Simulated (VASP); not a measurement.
# Li (P1) in VASP: a series of runs

The runs below take Li through single point, with PBE.

Program: VASP 6.6.1. These are calculated values, not measurements. Logs are shortened: lines on timing, memory, paths and dates and some standing lists are left out, and cuts for length are marked.

### Step 1. The cell of the first run

The typed cell holds 16 atoms: a = 4.956 Å, b = 5.092 Å, c = 5.027 Å, α = 90.71°, β = 89.31°, γ = 92.65°.

### Step 2. Single point, PBE

INCAR reads:

```
  PREC = Accurate
  ENCUT = 520
  EDIFF = 1E-6
  ISMEAR = -1
  SIGMA = 0.1
  LREAL = Auto
  LASPH = T
  NELM = 60
  ALGO = Normal
  ISIF = 2
  LWAVE = F
  LCHARG = F
  GGA = PE
  NBANDS = 38
```

KPOINTS reads:

```
Automatic mesh
0
Gamma
  2 2 2
```

POSCAR reads:

```
Li
1.0
    4.9542540000     -0.1158630000      0.0299000000
   -0.1158630000      5.0906210000     -0.0308710000
    0.0299000000     -0.0308710000      5.0267290000
Li
16
Direct
    0.1015538855     -0.0276707177      0.0023493043
    0.5845244742     -0.0153053255      0.0181927905
   -0.1039517182      0.4804734916      0.0826861471
    0.0379806268      0.0271075833      0.5342840677
    0.2267095717      0.2492782831      0.3179039200
    0.5025268909      0.5314513294      0.1682169220
    0.4042067761      0.0817509708      0.6196948257
    0.6975022667      0.2154034482      0.3797289255
   -0.0670344726      0.5033031149      0.5892980905
    0.1284125185      0.6559954447      0.3383734634
    0.1790233608      0.2985081956      0.8146773872
    0.4481527722      0.5983173222      0.6408085429
    0.6924829895      0.8367999130      0.3918905532
    0.6158240361      0.2874701116      0.9183429923
    0.3276691880      0.7376053389      0.9265813426
    0.8111564453      0.7862241717      0.7899407246
```

Potentials or basis: VASP PAW PBE potentials, release 64 (Li_sv).

Launch:

```sh
cat potpaw_PBE.64/Li_sv/POTCAR > POTCAR
mpirun -np 1 vasp_std > vasp.out
```

OUTCAR:

```text
PREC = Accurate
   ENCUT = 520
   EDIFF = 1E-6
   ISMEAR = -1
   LREAL = Auto
   LASPH = T
   NELM = 60
   ISIF = 2
   GGA = PE

 ion  position               nearest neighbor table
   1  0.102  0.972  0.002-  15 1.71  11 1.94  16 2.00   5 2.19  10 2.36   2 2.39   4 2.40   7 2.48
                             2 2.57
   2  0.585  0.985  0.018-  14 1.63  15 1.81  16 1.91  13 2.12   8 2.22   7 2.27   1 2.39   6 2.45
                             1 2.57
   3  0.896  0.480  0.083-  14 1.86  10 1.92   6 2.02  11 2.16  16 2.21   8 2.22   5 2.39   9 2.49
                             9 2.56  15 2.58
   4  0.038  0.027  0.534-   5 1.80   7 1.88  13 2.06  11 2.07  16 2.07   8 2.14  10 2.18   1 2.40
                             9 2.51
   5  0.227  0.249  0.318-   4 1.80   7 1.98   6 2.08  10 2.15   1 2.19   8 2.37   3 2.39   9 2.39
                            11 2.52  11 2.56
   6  0.503  0.531  0.168-  14 1.86  15 1.86   3 2.02   5 2.08  13 2.10  10 2.15   8 2.21  12 2.41
                             2 2.45
   7  0.404  0.082  0.620-  11 1.87   4 1.88   8 1.98   5 1.98  14 2.09  13 2.24   2 2.27  15 2.36
                             1 2.48  12 2.48
   8  0.698  0.215  0.380-  13 1.93   7 1.98   9 2.11   4 2.14   6 2.21   2 2.22   3 2.22   5 2.37
                            14 2.39
   9  0.933  0.503  0.589-  10 1.75  16 1.87  11 2.01   8 2.11  13 2.35   5 2.39  12 2.48   3 2.49
                            14 2.50   4 2.51   3 2.56  12 2.59
  10  0.128  0.656  0.338-   9 1.75   3 1.92   5 2.15   6 2.15   4 2.18  12 2.24  15 2.32   1 2.36
                            13 2.40
  11  0.179  0.299  0.815-   7 1.87   1 1.94   9 2.01   4 2.07   3 2.16  12 2.17  14 2.24  15 2.38
                             5 2.52   5 2.56
  12  0.448  0.598  0.641-  15 1.71  13 2.09  16 2.14  11 2.17  10 2.24  14 2.31   6 2.41   9 2.48
                             7 2.48   9 2.59
  13  0.692  0.837  0.392-   8 1.93   4 2.06  12 2.09   6 2.10  16 2.11   2 2.12   7 2.24   9 2.35
                            10 2.40
  14  0.616  0.287  0.918-   2 1.63   6 1.86   3 1.86   7 2.09  11 2.24  12 2.31   8 2.39   9 2.50

  15  0.328  0.738  0.927-  12 1.71   1 1.71   2 1.81   6 1.86  10 2.32   7 2.36  11 2.38  16 2.49
                             3 2.58
  16  0.811  0.786  0.790-   9 1.87   2 1.91   1 2.00   4 2.07  13 2.11  12 2.14   3 2.21  15 2.49

  LATTYP: Found a triclinic cell.
 ALAT       =     5.0920329358
 B/A-ratio  =     1.3628376546
 C/A-ratio  =     0.9872113517
 COS(alpha) =     0.0003952668
 COS(beta)  =     0.0123371678
 COS(gamma) =     0.7008016045

  Lattice vectors:

 A1 = (  -0.1158630000,   5.0906210000,  -0.0308710000)
 A2 = (   4.8383910000,   4.9747580000,  -0.0009710000)
 A3 = (  -0.0299000000,   0.0308710000,  -5.0267290000)

Analysis of symmetry for initial positions (statically):
=====================================================================
 Subroutine PRICEL returns:
 Original cell was already a primitive cell.

 Routine SETGRP: Setting up the symmetry group for a
 triclinic supercell.

 Subroutine GETGRP returns: Found  1 space group operations
 (whereof  1 operations were pure point group operations)
 out of a pool of  2 trial point group operations.

The static configuration has the point symmetry C_1 .

Analysis of symmetry for dynamics (positions and initial velocities):
=====================================================================
 Subroutine PRICEL returns:
 Original cell was already a primitive cell.

 Routine SETGRP: Setting up the symmetry group for a
 triclinic supercell.

 Subroutine GETGRP returns: Found  1 space group operations
 (whereof  1 operations were pure point group operations)
 out of a pool of  2 trial point group operations.

The dynamic configuration has the point symmetry C_1 .

 Subroutine INISYM returns: Found  1 space group operations
 (whereof  1 operations are pure point group operations),
 and found     1 'primitive' translations

----------------------------------------------------------------------------------------

                                     Primitive cell

  volume of cell :     126.6987

  direct lattice vectors                    reciprocal lattice vectors
     4.954254000 -0.115863000  0.029900000     0.201961150  0.004589540 -0.001173120
    -0.115863000  5.090621000 -0.030871000     0.004589540  0.196551301  0.001179795
     0.029900000 -0.030871000  5.026729000    -0.001173120  0.001179795  0.198950749

  length of vectors
     4.955698835  5.092032936  5.026912717     0.202016698  0.196608417  0.198957705

  position of ions in fractional coordinates (direct lattice)
     0.101553886  0.972329282  0.002349304
     0.584524474  0.984694674  0.018192791
     0.896048282  0.480473492  0.082686147
     0.037980627  0.027107583  0.534284068
     0.226709572  0.249278283  0.317903920
     0.502526891  0.531451329  0.168216922
[... 8 lines left out ...]
     0.327669188  0.737605339  0.926581343
     0.811156445  0.786224172  0.789940725

  ion indices of the primitive-cell ions
   primitive index   ion index
                 1           1
                 2           2
                 3           3
                 4           4
                 5           5
                 6           6
[... 8 lines left out ...]
                15          15
                16          16

----------------------------------------------------------------------------------------

 KPOINTS: Automatic mesh

Automatic generation of k-mesh.
 Grid dimensions read from file:
 generate k-points for:    2    2    2

 Generating k-lattice:

  Cartesian coordinates                     Fractional coordinates (reciprocal lattice)
     0.100980575  0.002294770 -0.000586560     0.500000000  0.000000000  0.000000000
     0.002294770  0.098275650  0.000589897    -0.000000000  0.500000000  0.000000000
    -0.000586560  0.000589897  0.099475374    -0.000000000  0.000000000  0.500000000

  Length of vectors
     0.101008349  0.098304208  0.099478853

  Shift w.r.t. Gamma in fractional coordinates (k-lattice)
     0.000000000  0.000000000  0.000000000

 Subroutine IBZKPT returns following result:
 ===========================================

 Found      8 irreducible k-points:

 Following reciprocal coordinates:
            Coordinates               Weight
  0.000000  0.000000  0.000000      1.000000
  0.500000 -0.000000  0.000000      1.000000
 -0.000000  0.500000  0.000000      1.000000
  0.500000  0.500000  0.000000      1.000000
  0.000000  0.000000  0.500000      1.000000
  0.500000 -0.000000  0.500000      1.000000
 -0.000000  0.500000  0.500000      1.000000
  0.500000  0.500000  0.500000      1.000000
   k-points           NKPTS =      8   k-points in BZ     NKDIM =      8   number of bands    NBANDS=     38
   number of dos      NEDOS =    301   number of ions     NIONS =     16
   total plane-waves  NPLWV =  64000
   dimension x,y,z NGX =    40 NGY =   40 NGZ =   40
   dimension x,y,z NGXF=    80 NGYF=   80 NGZF=   80
   ions per type =              16
   NGX,Y,Z   is equivalent  to a cutoff of  13.42, 13.06, 13.23 a.u.
   NGXF,Y,Z  is equivalent  to a cutoff of  26.84, 26.12, 26.46 a.u.
 SYSTEM =  unknown system
   PREC   = accura    normal or accurate (medium, high low for compatibility)
   ISTART =      0    job   : 0-new  1-cont  2-samecut
   ICHARG =      2    charge: 1-file 2-atom 10-const
   ISPIN  =      1    spin polarized calculation?
   LNONCOLLINEAR =      F non collinear calculations
   LSORBIT =      F    spin-orbit coupling
   LASPH  =      T    aspherical Exc in radial PAW
   ENCUT  =  520.0 eV  38.22 Ry    6.18 a.u.   9.21  9.47  9.35*2*pi/ulx,y,z
   NELM   =     60;   NELMIN=  2; NELMDL= -5     # of ELM steps
   EDIFF  = 0.1E-05   stopping-criterion for ELM
   LREAL  =      T    real-space projection
   EDIFFG = 0.1E-04   stopping-criterion for IOM
   NSW    =      0    number of steps for IOM
[... 5 lines left out ...]
   TEBEG  =    0.0;   TEEND  =   0.0 temperature during run
   PSTRESS=    0.0 pullay stress
   NELECT =      48.0000    total number of electrons
   NUPDOWN=      -1.0000    fix difference up-down
   EMIN   =  10.00;   EMAX   =-10.00  energy-range for DOS
   EFERMI =   0.00;   METHOD = LEGACY
   ISMEAR =    -1;   SIGMA  =   0.10  broadening in eV -4-tet -1-fermi 0-gaus
   EFERMI_NEDOS =   21; number of points for ismear=-14 and -15
   IALGO  =     38    algorithm
   IMIX   =      4    mixing-type and parameters
     AMIX     =   0.40;   BMIX     =  1.00
     AMIX_MAG =   1.60;   BMIX_MAG =  1.00
  volume/ion in A,a.u.               =       7.92        53.44
  Fermi-wavevector in a.u.,A,eV,Ry     =   1.184580  2.238532 19.092109  1.403230
  Thomas-Fermi vector in A             =   2.320792
   LORBIT       =      0    0 simple, 1 ext, 2 COOP (PROOUT), +10 PAW based schemes
   GGA     = PE    functional components
   LHFCALC =     F    Hartree Fock is set to
   AEXX    =    0.0000 exact exchange contribution
   IVDW    =     0    specifies the selected vdW correction
   LEPSILON=     F    determine dielectric tensor
   LRPA    =     F    only Hartree local field effects (RPA)
 non-spin polarized calculation
  energy-cutoff  :      520.00
  volume of cell :      126.70
 maximum number of plane-waves:      3428
 NGX is ok and might be reduce to    40
   NGX = 19   NGY = 19   NGZ = 19

 number of electron      48.0000004 magnetization

 Free energy of the ion-electron system (eV)
  ---------------------------------------------------
  ext. energy  EPLUGINS =         0.00000000
  ---------------------------------------------------
  free energy    TOTEN  =        -8.40962338 eV

  energy without entropy =       -8.28347321  energy(sigma->0) =       -8.34654829

 E-fermi :   4.7283     XC(G=0):  -9.7661

 val. band max:        4.6116579440   @ k =   0.0000   0.0000   0.5000
 cond. band min:       4.7620444958   @ k =   0.5000  -0.0000   0.0000
 fundamental gap:      0.1503865518
 Fermi energy:         4.7283487140

 k-point     1 :       0.0000    0.0000    0.0000
  band No.  band energies     occupation
      1     -42.4555      2.00000
      2     -42.1122      2.00000
      3     -42.0778      2.00000
      4     -41.7435      2.00000
      5     -41.6738      2.00000
      6     -41.5938      2.00000
[... 28 lines left out ...]
     35      10.5097      0.00000
     36      11.1135      0.00000
[... 241 lines left out ...]
      5     -41.7153      2.00000
      6     -41.6520      2.00000
[... 28 lines left out ...]
     35       9.6755      0.00000
     36      10.0124      0.00000
 [bands above 36 left out]

------------------------ aborting loop because EDIFF is reached ----------------------------------------

  FORCE on cell =-STRESS in cart. coord.  units (eV):
  Direction    XX          YY          ZZ          XY          YZ          ZX
  --------------------------------------------------------------------------------------
  -------------------------------------------------------------------------------------
  Total       43.5642939     45.7449619     45.7797771      0.4853068     -2.6700084     -0.2208988
  in kB      550.8952578    578.4710439    578.9113020      6.1369806    -33.7637734     -2.7933915
  external PRESSURE =     569.4258679 kB  Pullay stress =       0.0000000 kB

 VOLUME and BASIS-vectors are now :
 -----------------------------------------------------------------------------
  energy-cutoff  :      520.00
  volume of cell :      126.70
      direct lattice vectors                 reciprocal lattice vectors
     4.954254000 -0.115863000  0.029900000     0.201961150  0.004589540 -0.001173120
    -0.115863000  5.090621000 -0.030871000     0.004589540  0.196551301  0.001179795
     0.029900000 -0.030871000  5.026729000    -0.001173120  0.001179795  0.198950749

 POSITION                                       TOTAL-FORCE (eV/Angst)
 -----------------------------------------------------------------------------------
      0.39054      4.93792     -0.01517        -1.236848      0.581581      1.489540
      2.78234      4.94442      0.07853         0.937251     -0.432667      1.011182
      4.38605      2.33954      0.42760         0.943614      0.274441     -0.231992
      0.20100      0.11710      2.68600        -0.433941     -0.922730     -0.239826
      1.10380      1.23290      1.59710         0.279008     -0.243025     -2.393329
      2.43310      2.64200      0.84420        -0.072028      0.165064      1.289315
[... 8 lines left out ...]
      1.56560      3.68830      4.64470        -1.154685     -0.349467     -0.217010
      3.95120      3.88400      3.97080         0.490805      0.341496      0.790007
 -----------------------------------------------------------------------------------
    total drift:                                0.020369     -0.023864      0.008218

  FREE ENERGIE OF THE ION-ELECTRON SYSTEM (eV)
  ---------------------------------------------------
  free  energy   TOTEN  =        -8.4096233761 eV

  energy  without entropy=       -8.2834732050  energy(sigma->0) =       -8.34654829
```

Wall time 31 s (1 thread of AMD EPYC 9R45 (Zen 5), shared host); peak memory 0.2 GiB.

What came out:

```yaml
Free_energy: -8.4096 eV
Largest_force: 2.422 eV/Å
Band_gap_on_the_k_mesh: zero (band 24 reaches 4.97 eV, above the bottom of band 25 at 4.57 eV)
```

Forces in eV/Å, atoms in the order of the input:
```
Li  -1.237  0.582  1.490
Li   0.937 -0.433  1.011
Li   0.944  0.274 -0.232
Li  -0.434 -0.923 -0.240
Li   0.279 -0.243 -2.393
Li  -0.072  0.165  1.289
Li   1.254 -1.088 -0.578
Li   0.249  0.780  0.781
Li  -0.806 -1.083  1.050
Li   0.748  1.298 -0.107
Li  -1.020  1.284  1.351
Li  -0.269 -0.438 -1.108
Li  -0.545 -0.329 -1.025
Li   0.635  0.162 -1.861
Li  -1.155 -0.349 -0.217
Li   0.491  0.341  0.790
```

Levels at points of the mesh, in eV from the Fermi level:
| k point | band 20 | band 21 | band 22 | band 23 | band 24 | band 25 | band 26 | band 27 | band 28 | band 29 |
| --- | --- | --- | --- | --- | --- | --- | --- | --- | --- | --- |
| (0.00, 0.00, 0.00) | -1.66 | -1.39 | -1.19 | -1.00 | -0.20 | 0.31 | 0.56 | 0.91 | 1.34 | 1.76 |
| (0.50, 0.00, 0.00) | -1.32 | -1.04 | -0.99 | -0.68 | -0.30 | -0.16 | 0.03 | 1.69 | 1.85 | 2.01 |
| (0.00, 0.50, 0.00) | -1.73 | -1.22 | -0.98 | -0.62 | -0.18 | 0.34 | 0.54 | 1.35 | 1.81 | 2.55 |
| (0.50, 0.50, 0.00) | -2.61 | -1.18 | -0.89 | -0.67 | -0.19 | 0.49 | 1.09 | 1.34 | 1.90 | 2.95 |
| (0.00, 0.00, 0.50) | -1.56 | -1.26 | -0.98 | -0.50 | -0.30 | -0.12 | 0.25 | 1.66 | 2.05 | 2.44 |
| (0.50, 0.00, 0.50) | -2.49 | -1.34 | -0.75 | -0.50 | 0.13 | 0.50 | 0.63 | 1.17 | 1.77 | 2.77 |
| (0.00, 0.50, 0.50) | -2.58 | -1.29 | -0.91 | -0.68 | 0.24 | 0.37 | 1.23 | 1.76 | 2.44 | 2.63 |
| (0.50, 0.50, 0.50) | -2.21 | -2.15 | -1.92 | -1.82 | -1.60 | 2.79 | 2.98 | 3.36 | 3.72 | 3.88 |

Caveat: the k points lie up to 0.63 Å⁻¹ apart; the cutoff is under 1.25 times the usual one of these potentials, so pressure, stress and relaxed cells hold a basis-set (Pulay) error; forces of over 1 eV/Å act on the atoms, so gaps and moduli don't describe the material at rest.

### Step 3. Single point, PBE

This run uses another cell than the first one, of 12.23 Å³/atom, 1.544 times its volume.

INCAR reads:

```
SYSTEM = Li
PREC = Accurate
ENCUT = 520
EDIFF = 1E-6
ISMEAR = -1
SIGMA = 0.1
LREAL = Auto
LASPH = .TRUE.
NELM = 60
ALGO = Normal
ISIF = 2
LWAVE = .FALSE.
LCHARG = .FALSE.
GGA = PE
NBANDS = 38
```

KPOINTS reads:

```
Automatic mesh
0
G
  2 2 2
  0 0 0
```

POSCAR reads:

```
Li
1.0
    5.6936630000      0.5168940000     -0.2829220000
    0.5168940000      5.7156490000     -0.0958200000
   -0.2829220000     -0.0958200000      6.0772280000
Li
16
Direct
   -0.0859702844     -0.0633676956      0.0143495065
    0.3989438778     -0.1586977996      0.0287077557
   -0.0285586047      0.4019410641      0.1804661821
    0.0564114493     -0.1098789545      0.6160426166
    0.3249784073      0.1344284233      0.3905768341
    0.5325129934      0.4131404323      0.0784645166
    0.4952980425     -0.0147997123      0.6984619640
    0.7337838842      0.1240541355      0.3468835580
   -0.0307500869      0.3920876985      0.5368516645
    0.1740801437      0.6917498675      0.2481780468
    0.1748860690      0.2337664208      0.8810725243
    0.5347952510      0.4675928166      0.4730627328
    0.7259596094      0.7507397752      0.3758005837
    0.7416812691      0.2499857053      0.7942093958
    0.2492401956      0.6007341115      0.8027143094
    0.6869684344      0.6656764498      0.9117386415
```

Potentials or basis: VASP PAW PBE potentials, release 64 (Li_sv).

Launch:

```sh
cat potpaw_PBE.64/Li_sv/POTCAR > POTCAR
mpirun -np 1 vasp_std > vasp.out
```

Run time: 54 s. Hardware: 1 thread of AMD EPYC 9R45 (Zen 5), shared host; peak memory 0.28 GiB.

Results (log left out):

| Quantity | Value |
| --- | --- |
| Free energy | -23.2776 eV |
| Largest force | 2.222 eV/Å |
| Band gap on the k mesh | zero (band 24 reaches 2.51 eV, above the bottom of band 25 at 2.09 eV) |

Forces in eV/Å, atoms in the order of the input:
```
Li   0.104  0.200  0.190
Li  -0.252  1.763  1.330
Li   0.201 -0.262 -0.550
Li  -0.216  0.263 -0.255
Li  -0.711 -0.135 -0.679
Li  -0.557 -1.291  0.627
Li   0.173 -0.117 -0.262
Li   0.499 -0.419 -0.750
Li   0.498  0.241  0.566
Li   0.318  0.136  0.733
Li   0.489 -0.132  0.414
Li  -1.155  0.795  0.880
Li  -0.287 -0.077  0.006
Li  -0.236 -0.125 -0.286
Li  -0.578 -0.723 -0.971
Li   1.711 -0.118 -0.993
```

Levels at points of the mesh, in eV from the Fermi level:
```csv
k point,band 22,band 23,band 24,band 25,band 26,band 27
"(0.00, 0.00, 0.00)",-0.79,-0.70,-0.19,0.07,0.52,0.84
"(0.50, 0.00, 0.00)",-0.66,-0.57,-0.13,0.20,0.50,1.28
"(0.00, 0.50, 0.00)",-0.68,-0.60,-0.42,-0.10,0.59,0.92
"(0.50, 0.50, 0.00)",-0.50,-0.31,-0.20,0.10,0.87,1.06
"(0.00, 0.00, 0.50)",-0.44,-0.30,-0.16,-0.11,0.00,0.64
"(0.50, 0.00, 0.50)",-0.29,-0.23,0.31,0.46,0.64,1.20
"(0.00, 0.50, 0.50)",-0.47,-0.20,0.09,0.38,0.85,1.28
"(0.50, 0.50, 0.50)",-1.61,-1.48,-1.37,2.03,2.13,2.27
```

Caveat: the k points lie up to 0.56 Å⁻¹ apart; the cutoff is under 1.25 times the usual one of these potentials, so pressure, stress and relaxed cells hold a basis-set (Pulay) error; forces of over 1 eV/Å act on the atoms, so gaps and moduli don't describe the material at rest.

(Continued in part 2 of 2.)
